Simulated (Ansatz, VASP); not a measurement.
**RbBr: VASP beside Ansatz**

```xyz
2
Lattice="0.0000 3.5775 3.5775 3.5775 0.0000 3.5775 3.5775 3.5775 0.0000" Properties=species:S:1:pos:R:3 pbc="T T T"
Rb    0.0000    0.0000    0.0000
Br    3.5775    3.5775    3.5775
```

Alike in both runs: task single point; functional PBE; k mesh 6 × 6 × 6; occupations gaussian, width 0.02 eV; no spin polarisation.

|  | VASP | Ansatz |
| --- | --- | --- |
| version | VASP 6.6.1 | Ansatz 0.2.0 |
| potentials or method | VASP PAW PBE potentials, release 64 (Rb_sv, Br), cutoff 520 eV | scalar-relativistic, plane waves, PAW |
| valence electrons in the cell | 16 | 16 |

```csv
,VASP,Ansatz,Ansatz less VASP
gap on the k mesh at the Fermi level (eV),4.06,4.06,+0.001
least direct gap on the mesh (eV),4.06,4.06,+0.001
pressure (GPa),-0.6,-0.6,-0.01
```

With one functional, cell and mesh, what is left measures potentials, basis and numerics.
